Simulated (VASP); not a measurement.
# BaBe2 (Fd-3m) in VASP: notebook

The runs below take BaBe2 through single point, relaxation of cell and atoms, with PBE.

Program: VASP 6.6.1. These are calculated values, not measurements. Logs are shortened: lines on timing, memory, paths and dates and some standing lists are left out, and cuts for length are marked.

## (1) The cell of the first run

The structure is cubic, space group Fd-3m (No. 227). The conventional cell has a = 7.913 Å, b = 7.913 Å, c = 7.913 Å, α = 90.00°, β = 90.00°, γ = 90.00°. Ba (site symmetry -43m) has 12 Be at 3.28 Å and 4 Ba at 3.43 Å within 4.3 Å. Be (site symmetry -3m) has 6 Be at 2.80 Å and 6 Ba at 3.28 Å within 3.7 Å.

## (2) Single point, PBE

File INCAR:

```
PREC = Accurate
ENCUT = 520
EDIFF = 1E-6
ISMEAR = 0
SIGMA = 0.1
LREAL = False
LASPH = True
NELM = 100
ALGO = Fast
ISIF = 2
LWAVE = False
LCHARG = True
GGA = PE
LELF = True
LVHAR = True
NBANDS = 23
```

File KPOINTS:

```
regular mesh
0
Gamma
  8 8 8
```

File POSCAR:

```
BaBe2
1.0
    0.0000000000      3.9565281746      3.9565281746
    3.9565281746      0.0000000000      3.9565281746
    3.9565281746      3.9565281746      0.0000000000
Ba Be
2 4
Direct
    0.5000000000      0.5000000000      0.5000000000
    0.7500000000      0.7500000000      0.7500000000
    0.1250000000      0.1250000000      0.1250000000
    0.6250000000      0.1250000000      0.1250000000
    0.1250000000      0.1250000000      0.6250000000
    0.1250000000      0.6250000000      0.1250000000
```

Potentials or basis: VASP PAW PBE potentials, release 64 (Ba_sv, Be).

Started as:

```console
> cat potpaw_PBE.64/Ba_sv/POTCAR potpaw_PBE.64/Be/POTCAR > POTCAR
> mpirun -np 1 vasp_std > vasp.out
```

OUTCAR:

```text
PREC = Accurate
   ENCUT = 520
   EDIFF = 1E-6
   ISMEAR = 0
   LREAL = False
   LASPH = True
   NELM = 100
   ISIF = 2
   GGA = PE

 ion  position               nearest neighbor table
   1  0.500  0.500  0.500-   3 3.28   5 3.28   6 3.28   3 3.28   4 3.28   5 3.28   3 3.28   4 3.28
                             6 3.28   4 3.28   5 3.28   6 3.28   2 3.43   2 3.43   2 3.43   2 3.43
   2  0.750  0.750  0.750-   4 3.28   5 3.28   6 3.28   3 3.28   4 3.28   6 3.28   3 3.28   4 3.28
                             5 3.28   3 3.28   5 3.28   6 3.28   1 3.43   1 3.43   1 3.43   1 3.43
   3  0.125  0.125  0.125-   2 3.28   2 3.28   2 3.28   1 3.28   1 3.28   1 3.28
   4  0.625  0.125  0.125-   2 3.28   2 3.28   1 3.28   2 3.28   1 3.28   1 3.28
   5  0.125  0.125  0.625-   2 3.28   2 3.28   1 3.28   2 3.28   1 3.28   1 3.28
   6  0.125  0.625  0.125-   2 3.28   2 3.28   1 3.28   2 3.28   1 3.28   1 3.28

  LATTYP: Found a face centered cubic cell.
 ALAT       =     7.9130563492

  Lattice vectors:

 A1 = (   0.0000000000,   3.9565281746,   3.9565281746)
 A2 = (   3.9565281746,   0.0000000000,   3.9565281746)
 A3 = (   3.9565281746,   3.9565281746,   0.0000000000)

Analysis of symmetry for initial positions (statically):
=====================================================================
 Subroutine PRICEL returns:
 Original cell was already a primitive cell.

 Routine SETGRP: Setting up the symmetry group for a
 face centered cubic supercell.

 Subroutine GETGRP returns: Found 48 space group operations
 (whereof 24 operations were pure point group operations)
 out of a pool of 48 trial point group operations.

The static configuration has the point symmetry T_d .
 The point group associated with its full space group is O_h .

Analysis of symmetry for dynamics (positions and initial velocities):
=====================================================================
 Subroutine PRICEL returns:
 Original cell was already a primitive cell.

 Routine SETGRP: Setting up the symmetry group for a
 face centered cubic supercell.

 Subroutine GETGRP returns: Found 48 space group operations
 (whereof 24 operations were pure point group operations)
 out of a pool of 48 trial point group operations.

The dynamic configuration has the point symmetry T_d .
 The point group associated with its full space group is O_h .

 Subroutine INISYM returns: Found 48 space group operations
 (whereof 24 operations are pure point group operations),
 and found     1 'primitive' translations

----------------------------------------------------------------------------------------

                                     Primitive cell

[... 100 lines left out ...]
   EDIFFG = 0.1E-04   stopping-criterion for IOM
   NSW    =      0    number of steps for IOM
   IBRION =     -1    ionic relax: 0-MD 1-quasi-New 2-CG
   NFREE  =      0    steps in history (QN), initial steepest desc. (CG)
   ISIF   =      2    stress and relaxation
   ISYM   =      2    0-nonsym 1-usesym 2-fastsym
   POTIM  = 0.5000    time-step for ionic-motion
   TEBEG  =    0.0;   TEEND  =   0.0 temperature during run
   PSTRESS=    0.0 pullay stress
   NELECT =      28.0000    total number of electrons
   NUPDOWN=      -1.0000    fix difference up-down
   EMIN   =  10.00;   EMAX   =-10.00  energy-range for DOS
   EFERMI =   0.00;   METHOD = LEGACY
   ISMEAR =     0;   SIGMA  =   0.10  broadening in eV -4-tet -1-fermi 0-gaus
   EFERMI_NEDOS =   21; number of points for ismear=-14 and -15
   IALGO  =     68    algorithm
   IMIX   =      4    mixing-type and parameters
     AMIX     =   0.40;   BMIX     =  1.00
     AMIX_MAG =   1.60;   BMIX_MAG =  1.00
  volume/ion in A,a.u.               =      20.65       139.32
  Fermi-wavevector in a.u.,A,eV,Ry     =   0.997248  1.884526 13.531047  0.994504
  Thomas-Fermi vector in A             =   2.129392
   LORBIT       =      0    0 simple, 1 ext, 2 COOP (PROOUT), +10 PAW based schemes
   GGA     = PE    functional components
   LHFCALC =     F    Hartree Fock is set to
   AEXX    =    0.0000 exact exchange contribution
   IVDW    =     0    specifies the selected vdW correction
   LEPSILON=     F    determine dielectric tensor
   LRPA    =     F    only Hartree local field effects (RPA)
 non-spin polarized calculation
 RMM-DIIS sequential band-by-band and
 Gauss-broadening in eV      SIGMA  =   0.10
  energy-cutoff  :      520.00
  volume of cell :      123.87
 maximum number of plane-waves:      3383
 NGX is ok and might be reduce to    42
   NGX = 21   NGY = 21   NGZ = 21

 number of electron      28.0000000 magnetization

 Free energy of the ion-electron system (eV)
  ---------------------------------------------------
  ext. energy  EPLUGINS =         0.00000000
  ---------------------------------------------------
  free energy    TOTEN  =       -14.29504142 eV

  energy without entropy =      -14.25943240  energy(sigma->0) =      -14.27723691

 E-fermi :   3.1856     XC(G=0):  -9.3279

 val. band max:        3.1678245193   @ k =  -0.3750   0.1250   0.0000
 cond. band min:       3.2032686327   @ k =  -0.2500   0.3750   0.1250
 fundamental gap:      0.0354441134
 Fermi energy:         3.1856400971

 k-point     1 :       0.0000    0.0000    0.0000
  band No.  band energies     occupation
      1     -24.4060      2.00000
      2     -23.8546      2.00000
      3     -10.0336      2.00000
      4     -10.0336      2.00000
      5     -10.0336      2.00000
      6      -9.1118      2.00000
[... 613 lines left out ...]
     22       7.7713      0.00000
     23       8.4980      0.00000

 [... further k-points ...]
[... 5 lines left out ...]
  --------------------------------------------------------------------------------------
  -------------------------------------------------------------------------------------
  Total        0.5184296      0.5184296      0.5184296     -0.0000000     -0.0000000      0.0000000
  in kB        6.7054452      6.7054452      6.7054452     -0.0000000     -0.0000000      0.0000000
  external PRESSURE =       6.7054452 kB  Pullay stress =       0.0000000 kB

 VOLUME and BASIS-vectors are now :
 -----------------------------------------------------------------------------
  energy-cutoff  :      520.00
  volume of cell :      123.87
      direct lattice vectors                 reciprocal lattice vectors
     0.000000000  3.956528175  3.956528175    -0.126373421  0.126373421  0.126373421
     3.956528175  0.000000000  3.956528175     0.126373421 -0.126373421  0.126373421
     3.956528175  3.956528175  0.000000000     0.126373421  0.126373421 -0.126373421

 POSITION                                       TOTAL-FORCE (eV/Angst)
 -----------------------------------------------------------------------------------
      3.95653      3.95653      3.95653         0.000000      0.000000     -0.000000
      5.93479      5.93479      5.93479        -0.000000     -0.000000      0.000000
      0.98913      0.98913      0.98913         0.000000      0.000000     -0.000000
      0.98913      2.96740      2.96740         0.000000      0.000000     -0.000000
      2.96740      2.96740      0.98913         0.000000      0.000000     -0.000000
      2.96740      0.98913      2.96740         0.000000      0.000000     -0.000000
 -----------------------------------------------------------------------------------
    total drift:                               -0.000000     -0.000000     -0.000000

  FREE ENERGIE OF THE ION-ELECTRON SYSTEM (eV)
  ---------------------------------------------------
  free  energy   TOTEN  =       -14.2950414245 eV

  energy  without entropy=      -14.2594323951  energy(sigma->0) =      -14.27723691
```

It took 3.2 min on 1 thread of Oxide Virtual Turin-like, shared host; peak memory 0.26 GiB.

Results:

- Free energy: -14.2950 eV
- Pressure: 0.7 GPa
- Band gap on the k mesh: zero (bands 14 and 15 overlap by 0.97 eV)

Levels at points of the mesh, in eV from the Fermi level:
| k point | band 13 | band 14 | band 15 | band 16 | band 17 | band 18 |
| --- | --- | --- | --- | --- | --- | --- |
| (0.00, 0.00, 0.00) | -0.36 | -0.36 | -0.36 | -0.27 | -0.27 | -0.27 |
| (0.50, 0.00, 0.00) | -0.93 | -0.16 | -0.16 | 1.94 | 1.94 | 2.15 |
| (0.50, 0.50, 0.00) | -0.80 | -0.80 | 1.09 | 1.09 | 2.56 | 2.56 |

Caveat: spin-orbit coupling is left out, which moves the levels of the heavy elements.

## (3) Relaxation of cell and atoms, PBE

This run uses another cell than the first one, of 20.49 Å³/atom.

File INCAR:

```
  PREC = Accurate
  ENCUT = 600
  EDIFF = 1E-6
  ISMEAR = 0
  SIGMA = 0.1
  LREAL = False
  LASPH = True
  NELM = 80
  ALGO = Normal
  ISIF = 3
  LWAVE = False
  LCHARG = False
  GGA = PE
  IBRION = 2
  NSW = 100
  EDIFFG = -0.01
```

File KPOINTS:

```
Automatic mesh
0
Gamma
  8 8 8
```

Edit POSCAR of step 2 so:

```diff
@@ -2,5 +2,5 @@
 1.0
-    0.0000000000      3.9565281746      3.9565281746
-    3.9565281746      0.0000000000      3.9565281746
-    3.9565281746      3.9565281746      0.0000000000
+    0.0000000000      3.9464956451      3.9464956451
+    3.9464956451      0.0000000000      3.9464956451
+    3.9464956451      3.9464956451      0.0000000000
 Ba Be
```

Potentials or basis: VASP PAW PBE potentials, release 64 (Ba_sv, Be).

Started as:

```console
> cat potpaw_PBE.64/Ba_sv/POTCAR potpaw_PBE.64/Be/POTCAR > POTCAR
> mpirun -np 1 vasp_std > vasp.out
```

It took 6.8 min on 1 thread of Oxide Virtual Turin-like, shared host; peak memory 0.33 GiB.

Results (log left out):

```yaml
Free_energy: -14.2997 eV
Relaxed_volume: 21.02 Å³/atom
Relaxed_cell: a = 5.629 Å, b = 5.629 Å, c = 5.629 Å, α = 60.00°, β = 60.00°, γ = 60.00°
Space_group_after_relaxing_to_0.1_Å: Fd-3m (No. 227)
Energy_gained_by_relaxing: 1.6 meV/atom
Ionic_steps: 3
Pressure_after_relaxing: 0.0 GPa
```

Step by step:
```tsv
step	energy change (eV)	largest force (eV/Å)	pressure (GPa)	volume (Å³)
1	0.0000	0.0000	0.98	122.93
2	-0.0086	0.0000	0.26	125.17
3	-0.0093	0.0000	-0.01	126.09
```

Final structure:
```
Ba Be
1.0
     0.00000    3.98004    3.98004
     3.98004    0.00000    3.98004
     3.98004    3.98004    0.00000
Ba Be
2 4
Direct
  0.50000 0.50000 0.50000
  0.75000 0.75000 0.75000
  0.12500 0.12500 0.12500
  0.62500 0.12500 0.12500
  0.12500 0.12500 0.62500
  0.12500 0.62500 0.12500
```

Levels at points of the mesh, in eV from the Fermi level:
```csv
k point,band 13,band 14,band 15,band 16,band 17,band 18
"(0.00, 0.00, 0.00)",-0.38,-0.38,-0.38,-0.28,-0.28,-0.28
"(0.50, 0.00, 0.00)",-0.92,-0.15,-0.15,1.90,1.90,2.12
"(0.50, 0.50, 0.00)",-0.81,-0.81,1.09,1.09,2.52,2.52
```

Caveat: the highest band is partly filled, so the run has too few bands; spin-orbit coupling is left out, which moves the levels of the heavy elements.
